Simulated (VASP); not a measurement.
Here is a VASP 6.6.1 calculation.

INCAR

```
SYSTEM = BiTe
  ALGO = Normal
  EDIFF = 1E-6
  ENCUT = 520
  GGA = PE
  ISIF = 2
  ISMEAR = 0
  LASPH = .TRUE.
  LCHARG = .FALSE.
  LREAL = .FALSE.
  LWAVE = .FALSE.
  NBANDS = 18
  NELM = 60
  PREC = Accurate
  SIGMA = 0.15
```

KPOINTS

```
k-points
0
G
  16 16 16
  0 0 0
```

The input POSCAR:

```
BiTe
1.0
    0.0000000000      3.2511941609      3.2511941609
    3.2511941609      0.0000000000      3.2511941609
    3.2511941609      3.2511941609      0.0000000000
Bi Te
1 1
Direct
    0.0281704297     -0.0281704297      0.0281704297
    0.4538631061      0.5461368939      0.4538631061
```

Potentials or basis: VASP PAW PBE potentials, release 64 (Bi_d, Te).

Launch:

```console
$ cat potpaw_PBE.64/Bi_d/POTCAR potpaw_PBE.64/Te/POTCAR > POTCAR
$ mpirun -np 1 vasp_std > vasp.out
```

Q: What does it give for the largest force?

A: 1.748 eV/Å.

Q: What does it give for the pressure?

A: 4.2 GPa.

Q: Predict the band gap on the k mesh.

A: Zero (an odd number of electrons rules out a gap without spin polarisation).

Stress tensor (GPa, compression positive):
```
2.26 0.00 0.00
0.00 8.18 0.00
0.00 0.00 2.26
```

Caveat: the cell differs from its parent crystal (atoms displaced along a vibrational mode); the stress differs along the axes, from 2 to 8 GPa; spin-orbit coupling is left out, which moves the levels of the heavy elements; an odd number of electrons without spin polarisation forces a metal; a magnetic or distorted state may lie lower.
